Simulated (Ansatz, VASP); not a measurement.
**Two plane-wave programs on Si2W**

```
CELL_PARAMETERS angstrom
2.75102 -4.04081 0.00000
2.75102 4.04081 0.00000
0.00000 0.00000 2.67719
ATOMIC_POSITIONS crystal
Si 0.00000 0.50000 0.00000
Si 0.50000 0.00000 0.00000
W 0.00000 0.00000 0.00000
```

Alike in both runs: functional PBE; k mesh 10 × 10 × 18; occupations gaussian, width 0.1 eV; no spin polarisation.

Ansatz relaxed the structure, and its values are those at the end. VASP's run is a single point on that final structure, the one shown.

|  | VASP | Ansatz |
| --- | --- | --- |
| version | VASP 6.6.1 | Ansatz 0.2.0 |
| potentials or method | VASP PAW PBE potentials, release 64 (Si, W_sv), cutoff 520 eV | scalar-relativistic, plane waves, PAW |
| valence electrons in the cell | 22 | 22 |

|  | VASP | Ansatz | Ansatz less VASP |
| --- | --- | --- | --- |
| gap on the k mesh at the Fermi level (eV) | none | none | - |
| pressure (GPa) | 0.1 | 0.0 | -0.05 |

A gap of «none» marks a metal or a gap that the smearing closes.

Spin-orbit coupling is off throughout.
